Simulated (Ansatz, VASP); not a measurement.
# One calculation of WCl2F2, two programs

The input INCAR:

```
SYSTEM = WCl2F2
PREC = Accurate ; ENCUT = 600
EDIFF = 1E-6 ; ISMEAR = 0
SIGMA = 0.1 ; LREAL = .FALSE.
LASPH = .TRUE. ; NELM = 80
ALGO = Normal ; ISIF = 3
LWAVE = .FALSE. ; LCHARG = .FALSE.
GGA = PE ; IBRION = 2
NSW = 100 ; EDIFFG = -0.01
```

KPOINTS

```
regular mesh
0
G
  10 10 10
  0 0 0
```

File POSCAR:

```
WCl2F2
1.0
   -2.6781236513      2.6781236513      3.0280893985
    2.6781236513     -2.6781236513      3.0280893985
    2.6781236513      2.6781236513     -3.0280893985
W Cl F
1 2 2
Direct
    0.0000000000      0.0000000000      0.0000000000
    0.7500000000      0.2500000000      0.5000000000
    0.2500000000      0.7500000000      0.5000000000
    0.3015857205      0.3015857205      0.0000000000
    0.6984142795      0.6984142795      0.0000000000
```

Input for Ansatz:

```yaml
crystal:
  lattice:
    - [-2.6781236513, 2.6781236513, 3.0280893985]
    - [2.6781236513, -2.6781236513, 3.0280893985]
    - [2.6781236513, 2.6781236513, -3.0280893985]
  atoms:
    - { symbol: W, position: [0.0, 0.0, 0.0] }
    - { symbol: Cl, position: [0.75, 0.25, 0.5] }
    - { symbol: Cl, position: [0.25, 0.75, 0.5] }
    - { symbol: F, position: [0.3015857205, 0.3015857205, 0.0] }
    - { symbol: F, position: [0.6984142795, 0.6984142795, 0.0] }
basis:
  ecutwfc: 420
kpoints:
  mp_grid: { grid: [10, 10, 10] }
hamiltonian:
  xc: pbe
scf:
  occupations: { method: gaussian, width: 0.1 }
output:
  forces: true
  stress: true
  eigenvalues: true
relax:
  adjacent_minimum: "off"
  f_tol: 0.01
  max_steps: 80
  cell: { stress_tol: 0.05 }
```

Change from the starting cell: species swapped into the EuSi2Au2 type (I4/mmm, No. 139).

Alike in both runs: task relaxation of cell and atoms; functional PBE; k mesh 10 × 10 × 10; occupations gaussian, width 0.1 eV; no spin polarisation.

|  | VASP | Ansatz |
| --- | --- | --- |
| version | VASP 6.6.1 | Ansatz 0.2.0 |
| potentials or method | VASP PAW PBE potentials, release 64 (W_sv, Cl, F), cutoff 600 eV | scalar-relativistic, plane waves, PAW |
| valence electrons in the cell | 42 | 42 |

```tsv
	VASP	Ansatz	Ansatz less VASP
gap on the k mesh at the Fermi level, each at its own relaxed structure (eV)	none	none	-
relaxed volume (Å³/atom)	17.30	17.42	+0.115
relaxed length of the cell vector where the two differ most in proportion (Å)	4.843	4.853	+0.0098
```

A gap of «none» marks a metal or a gap that the smearing closes.

Neither program's run includes spin-orbit coupling.
